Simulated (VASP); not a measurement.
Input of a VASP 6.6.1 run:

Contents of INCAR:

```
ALGO     = Normal         # electronic algorithm
EDIFF    = 1E-6           # SCF threshold, eV
EDIFFG   = -0.01          # ionic threshold
ENCUT    = 600            # plane-wave cutoff, eV
GGA      = PE             # functional
IBRION   = 2              # ionic algorithm
ISIF     = 3              # what is computed and relaxed
ISMEAR   = 0              # smearing method
LASPH    = T              # aspherical terms in the spheres
LCHARG   = F              # write CHGCAR
LREAL    = F              # projectors in reciprocal space
LWAVE    = F              # write WAVECAR
NELM     = 60             # most SCF steps
NSW      = 100            # ionic steps
PREC     = Accurate       # precision mode
SIGMA    = 0.1            # smearing width, eV
```

KPOINTS

```
k-points
0
Gamma
  12 12 10
```

File POSCAR:

```
CsH5
1.0
    4.4175081807      0.0000000000      0.0000000000
   -2.2087540904      3.8256743059      0.0000000000
    0.0000000000      0.0000000000      4.0290165139
Cs H
1 5
Direct
    0.0000000000      0.0000000000      0.0000000000
    0.5000000000      0.0000000000      0.5000000000
    0.5000000000      0.5000000000      0.5000000000
    0.0000000000      0.5000000000      0.5000000000
    0.3333333333      0.6666666667      0.5000000000
    0.6666666667      0.3333333333      0.5000000000
```

Potentials or basis: VASP PAW PBE potentials, release 64 (Cs_sv, H).

Run with:

```sh
$ cat potpaw_PBE.64/Cs_sv/POTCAR potpaw_PBE.64/H/POTCAR > POTCAR
$ mpirun -np 1 vasp_std > vasp.out
```

Task: Estimate the relaxed cell.

Result: a = 4.418 Å, b = 4.418 Å, c = 4.065 Å, α = 90.00°, β = 90.00°, γ = 120.00°.

Task: Estimate the relaxed volume.

Result: 11.45 Å³/atom.

Task: Predict the space group after relaxing (to 0.1 Å).

Result: P6/mmm (No. 191).

Final structure:
```xyz
6
Lattice="4.4182 0.0000 0.0000 -2.2091 3.8263 0.0000 0.0000 0.0000 4.0645" Properties=species:S:1:pos:R:3 pbc="T T T"
Cs   -2.2091    3.8263    4.0645
H     0.0000    3.8263    2.0323
H     1.1046    1.9132    2.0323
H    -1.1046    1.9132    2.0323
H     0.0000    2.5509    2.0323
H     2.2091    1.2754    2.0323
```
